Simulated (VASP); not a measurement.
# Si13O24 (a cell with a defect) in VASP: further runs

Si13O24 (a cell with a defect) is run at these levels: PBE; tasks: single point.

Program: VASP 6.6.1. These are calculated values, not measurements. Logs are shortened: lines on timing, memory, paths and dates and some standing lists are left out, and cuts for length are marked.

**1. The cell of the first run**

The cell holds a defect, 37 atoms: a = 7.326 Å, b = 7.326 Å, c = 9.833 Å, α = 70.39°, β = 70.39°, γ = 71.07°.

**2. Single point, PBE**

INCAR reads:

```
SYSTEM = Si13O24
PREC     = Accurate       ! precision mode
ENCUT    = 520            ! plane-wave cutoff, eV
EDIFF    = 1E-6           ! SCF threshold, eV
ISMEAR   = -1             ! smearing method
SIGMA    = 0.05           ! smearing width, eV
LREAL    = Auto         
LASPH    = .True.         ! aspherical terms in the spheres
NELM     = 100            ! most SCF steps
ALGO     = Normal         ! electronic algorithm
ISIF     = 2              ! what is computed and relaxed
LWAVE    = .False.        ! write WAVECAR
LCHARG   = .True.         ! write CHGCAR
GGA      = PE             ! functional
LELF     = .True.         ! ELF
LVHAR    = .True.       
NBANDS   = 122            ! bands
```

KPOINTS reads:

```
regular mesh
0
Gamma
  1 1 1
  0 0 0
```

POSCAR reads:

```
Si13O24
1.0
   -2.4582790000      4.2578640000      5.4316250000
    4.9165580000      0.0000000000      5.4316250000
    4.9165580000      8.5157280000      0.0000000000
Si O
13 24
Direct
    0.4008110678      0.9456736398      0.0283828914
   -0.0052069898      0.0178367277      0.2553828227
    0.1496094662      0.5664561679      0.9250510631
    0.4116778728      0.9152362644      0.5244333316
   -0.0018308172     -0.0087185119      0.7574332307
    0.0787051255      0.5927329800      0.4444111272
    0.8924611830      0.4569508254      0.2579840100
    0.5147335869      0.4909507157      0.4602348021
    0.6007835548      0.0665121440      0.1889498268
    0.8964472402      0.4507002525      0.7809372925
    0.4885989506      0.4926543575      0.0495567869
    0.6202853303      0.0483175279      0.6776648364
    0.4678172408      0.4642242754      0.7798626039
    0.5768509971      0.9721513733      0.0715789544
    0.6087584680      0.3082230983      0.1553935535
    0.1747758400      0.0492823378      0.1145208305
    0.3273674922      0.3912388181      1.0340999314
    0.9103019565      0.2106148961      0.3235140989
    0.9762853948      0.4892428771      0.0742167392
    0.6039806828      0.9113669342      0.5740122740
    0.5960232163      0.2704025771      0.5726244667
    0.1986857280      0.0480176067      0.6045781631
    0.3179519172      0.4661044196      0.4350777735
    0.8960163672      0.1958852276      0.8229694709
    0.9157190320      0.5536754862      0.5984095428
    0.0346795554      0.5133884722      0.3251558962
    0.0749646668      0.8322960517      0.3932735574
    0.6636607325      0.5852656937      0.3138924657
    0.8211047101      0.9556932095      0.2172624366
    0.4092423305      0.6630886938      0.5649313615
    0.4354768859     -0.0039669786      0.3450437408
    0.0781054590      0.4535402272      0.8308552807
    0.0340405693      0.8198843611      0.9089839278
    0.6360535861      0.5674168302      0.8488376254
    0.8517688405      0.9203527621      0.7062090426
    0.4025400973      0.7027644847      0.0964848820
    0.4565766412     -0.0063062341      0.8474623375
```

Potentials or basis: VASP PAW PBE potentials, release 64 (Si, O).

On the command line:

```
$ cat potpaw_PBE.64/Si/POTCAR potpaw_PBE.64/O/POTCAR > POTCAR
$ mpirun -np 1 vasp_gam > vasp.out
```

OUTCAR:

```text
SYSTEM = Si13O24
   PREC = Accurate
   ENCUT = 520
   EDIFF = 1E-6
   ISMEAR = -1
   LREAL = Auto
   LASPH = .True.
   NELM = 100
   ISIF = 2
   GGA = PE

 ion  position               nearest neighbor table
   1  0.401  0.946  0.028-  14 1.57  37 1.63  16 1.65  36 1.68   9 2.96   2 3.07  11 3.12
   2  0.995  0.018  0.255-  16 1.57  18 1.62  29 1.67  27 1.68   6 3.03   9 3.05   7 3.06   1 3.07

   3  0.150  0.566  0.925-  19 1.66  32 1.71  33 1.75  17 1.85  13 2.32  11 2.95   5 3.03  10 3.12

   4  0.412  0.915  0.524-  20 1.63  31 1.63  22 1.65  30 1.76  12 3.01   9 3.08   5 3.14
   5  0.998  0.991  0.757-  35 1.60  33 1.63  24 1.68  22 1.76  12 2.99   3 3.03   4 3.14
   6  0.079  0.593  0.444-  25 1.59  26 1.63  27 1.65  23 1.68   2 3.03  10 3.07   8 3.08
   7  0.892  0.457  0.258-  26 1.62  28 1.64  19 1.66  18 1.68   8 2.80   2 3.06
   8  0.515  0.491  0.460-  28 1.58  23 1.62  21 1.68  30 1.72   7 2.80  13 2.99   6 3.08
   9  0.601  0.067  0.189-  14 1.61  29 1.63  31 1.65  15 1.71  11 2.92   1 2.96   2 3.05   4 3.08

  10  0.896  0.451  0.781-  32 1.57  25 1.67  24 1.77  34 1.81   6 3.07  13 3.11   3 3.12
  11  0.489  0.493  0.050-  15 1.61  36 1.62  17 1.65  34 1.89  13 2.79   9 2.92   3 2.95   1 3.12

  12  0.620  0.048  0.678-  21 1.60  20 1.70  37 1.70  35 1.72   5 2.99   4 3.01
  13  0.468  0.464  0.780-  34 2.02  30 2.22  17 2.31   3 2.32  11 2.79   8 2.99  10 3.11
  14  0.577  0.972  0.072-   1 1.57   9 1.61
  15  0.609  0.308  0.155-  11 1.61   9 1.71
  16  0.175  0.049  0.115-   2 1.57   1 1.65
  17  0.327  0.391  0.034-  11 1.65   3 1.85  13 2.31
  18  0.910  0.211  0.324-   2 1.62   7 1.68
  19  0.976  0.489  0.074-   3 1.66   7 1.66
  20  0.604  0.911  0.574-   4 1.63  12 1.70
  21  0.596  0.270  0.573-  12 1.60   8 1.68
  22  0.199  0.048  0.605-   4 1.65   5 1.76
  23  0.318  0.466  0.435-   8 1.62   6 1.68
  24  0.896  0.196  0.823-   5 1.68  10 1.77
  25  0.916  0.554  0.598-   6 1.59  10 1.67
  26  0.035  0.513  0.325-   7 1.62   6 1.63
  27  0.075  0.832  0.393-   6 1.65   2 1.68
  28  0.664  0.585  0.314-   8 1.58   7 1.64
  29  0.821  0.956  0.217-   9 1.63   2 1.67
  30  0.409  0.663  0.565-   8 1.72   4 1.76  13 2.22
  31  0.435  0.996  0.345-   4 1.63   9 1.65
  32  0.078  0.454  0.831-  10 1.57   3 1.71
  33  0.034  0.820  0.909-   5 1.63   3 1.75
  34  0.636  0.567  0.849-  10 1.81  11 1.89  13 2.02
  35  0.852  0.920  0.706-   5 1.60  12 1.72
  36  0.403  0.703  0.096-  11 1.62   1 1.68
  37  0.457  0.994  0.847-   1 1.63  12 1.70

  LATTYP: Found a base centered monoclinic cell.
 ALAT       =    11.9240405084
 B/A-ratio  =     0.7141646479
 C/A-ratio  =     0.8246462911
 COS(beta)  =    -0.4123231455

  Lattice vectors:

 A1 = (   2.4582790000,  -4.2578640000,  -5.4316250000)
 A2 = (  -4.9165580000,   0.0000000000,  -5.4316250000)
[... 182 lines left out ...]
   POTIM  = 0.5000    time-step for ionic-motion
   TEBEG  =    0.0;   TEEND  =   0.0 temperature during run
   PSTRESS=    0.0 pullay stress
   NELECT =     196.0000    total number of electrons
   NUPDOWN=      -1.0000    fix difference up-down
   EMIN   =  10.00;   EMAX   =-10.00  energy-range for DOS
   EFERMI =   0.00;   METHOD = LEGACY
   ISMEAR =    -1;   SIGMA  =   0.05  broadening in eV -4-tet -1-fermi 0-gaus
   EFERMI_NEDOS =   21; number of points for ismear=-14 and -15
   IALGO  =     38    algorithm
   IMIX   =      4    mixing-type and parameters
     AMIX     =   0.40;   BMIX     =  1.00
     AMIX_MAG =   1.60;   BMIX_MAG =  1.00
  volume/ion in A,a.u.               =      12.29        82.95
  Fermi-wavevector in a.u.,A,eV,Ry     =   1.236553  2.336746 20.804158  1.529062
  Thomas-Fermi vector in A             =   2.371156
   LORBIT       =      0    0 simple, 1 ext, 2 COOP (PROOUT), +10 PAW based schemes
   GGA     = PE    functional components
   LHFCALC =     F    Hartree Fock is set to
   AEXX    =    0.0000 exact exchange contribution
   IVDW    =     0    specifies the selected vdW correction
   LEPSILON=     F    determine dielectric tensor
   LRPA    =     F    only Hartree local field effects (RPA)
 non-spin polarized calculation
  energy-cutoff  :      520.00
  volume of cell :      454.82
 maximum number of plane-waves:      6121
 NGX is ok and might be reduce to    54
   NGX = 27   NGY = 27   NGZ = 37

 number of electron     196.0000007 magnetization

 Free energy of the ion-electron system (eV)
  ---------------------------------------------------
  ext. energy  EPLUGINS =         0.00000000
  ---------------------------------------------------
  free energy    TOTEN  =      -279.86809488 eV

  energy without entropy =     -279.86809487  energy(sigma->0) =     -279.86809488

 E-fermi :   5.9680     XC(G=0):  -9.5597

 val. band max:        4.9668964000   @ k =   0.0000   0.0000   0.0000
 cond. band min:       6.9681706118   @ k =   0.0000   0.0000   0.0000
 fundamental gap:      2.0012742117
 Fermi energy:         5.9679616223

 k-point     1 :       0.0000    0.0000    0.0000
  band No.  band energies     occupation
      1     -17.8081      2.00000
      2     -17.4819      2.00000
      3     -17.0461      2.00000
      4     -16.9752      2.00000
      5     -16.7979      2.00000
      6     -16.6705      2.00000
[... 102 lines left out ...]
    109      10.1281      0.00000
    110      10.3254      0.00000
 [bands above 110 left out]

------------------------ aborting loop because EDIFF is reached ----------------------------------------

  FORCE on cell =-STRESS in cart. coord.  units (eV):
  Direction    XX          YY          ZZ          XY          YZ          ZX
  --------------------------------------------------------------------------------------
  -------------------------------------------------------------------------------------
  Total      -10.9078228      6.1854188     -5.8814103      4.9761032      9.1886609     -5.2403367
  in kB      -38.4242972     21.7889835    -20.7180721     17.5290038     32.3683145    -18.4598024
  external PRESSURE =     -12.4511286 kB  Pullay stress =       0.0000000 kB

 VOLUME and BASIS-vectors are now :
 -----------------------------------------------------------------------------
  energy-cutoff  :      520.00
  volume of cell :      454.82
      direct lattice vectors                 reciprocal lattice vectors
    -2.458279000  4.257864000  5.431625000    -0.101697163  0.058714886  0.092053483
     4.916558000  0.000000000  5.431625000     0.101697163 -0.058714886  0.092053483
     4.916558000  8.515728000  0.000000000     0.050848581  0.088072329 -0.046026742

 POSITION                                       TOTAL-FORCE (eV/Angst)
 -----------------------------------------------------------------------------------
      3.80370      1.94830      7.31360        -0.294883     -1.308235     -2.384254
     -1.10218      6.41046      5.50023         0.684616      1.145533     -2.192763
      6.96530      8.51450      3.88940         0.982638     -0.381724      0.205861
      6.06620      6.21880      7.20730        -0.368318     -0.429454     -1.138173
      6.14388     10.70016     10.80595         0.963242      1.264588      2.475019
      4.90570      4.11960      3.64700        -1.616412     -0.646649      1.894505
[... 29 lines left out ...]
      2.94000      2.53560      6.00360        -0.770632     -0.197585     -0.036638
      7.92976      9.16080      7.87732        -0.312364     -1.256457      1.245008
 -----------------------------------------------------------------------------------
    total drift:                               -0.011150     -0.010666     -0.010474

  FREE ENERGIE OF THE ION-ELECTRON SYSTEM (eV)
  ---------------------------------------------------
  free  energy   TOTEN  =      -279.8680948832 eV

  energy  without entropy=     -279.8680948747  energy(sigma->0) =     -279.86809488
```

Run time: 2.3 min. Hardware: 1 thread of Intel Xeon Platinum 8259CL at 2.50GHz (Skylake/Cascade Lake), shared host; peak memory 0.47 GiB.

Results:

```yaml
Free_energy: -279.8681 eV
Pressure: -1.2 GPa
Largest_force: 4.054 eV/Å
Band_gap_on_the_k_mesh: 2.00 eV
```

Forces in eV/Å, atoms in the order of the input:
```
Si  -0.295 -1.308 -2.384
Si   0.685  1.146 -2.193
Si   0.983 -0.382  0.206
Si  -0.368 -0.429 -1.138
Si   0.963  1.265  2.475
Si  -1.616 -0.647  1.895
Si  -3.075 -0.650  1.013
Si   2.304  0.725 -2.614
Si   0.381  1.864  0.537
Si  -1.373 -1.987 -3.255
Si   0.077 -1.583  0.692
Si  -1.928  1.593 -2.053
Si   0.649  0.139  0.343
O    0.499  0.802  1.770
O   -0.792  0.027 -0.729
O   -2.216 -0.789  1.899
O    0.166  0.703  1.236
O    1.118 -0.548  0.671
O    2.992  1.456 -1.630
O    1.408  0.289  0.175
O    0.159 -1.563  1.318
O    0.199  1.133 -1.929
O    0.777 -0.362 -0.481
O    0.482 -1.012  1.764
O    0.582  1.971 -1.398
O    0.299 -0.048  0.010
O   -0.400 -0.974 -0.416
O   -1.138  0.084  0.251
O   -0.036  0.739  0.930
O   -0.176  0.276  1.359
O    0.270 -0.085  0.673
O    0.187 -0.261  0.803
O   -1.772  0.232  0.312
O   -0.653  2.154 -0.752
O    1.745 -2.517 -0.566
O   -0.771 -0.198 -0.037
O   -0.312 -1.256  1.245
```

Stress tensor (GPa, compression positive):
```
-3.84  1.75 -1.85
 1.75  2.18  3.24
-1.85  3.24 -2.07
```

Levels at points of the mesh, in eV from the valence-band top:
```tsv
k point	band 94	band 95	band 96	band 97	band 98	band 99	band 100	band 101	band 102	band 103
(0.00, 0.00, 0.00)	-3.33	-3.05	-2.79	-2.36	0.00	2.00	2.54	3.15	3.67	3.96
```

Caveat: the k points lie up to 0.94 Å⁻¹ apart; the atoms stand as in a frame of molecular dynamics.

(Continued in part 2 of 2.)
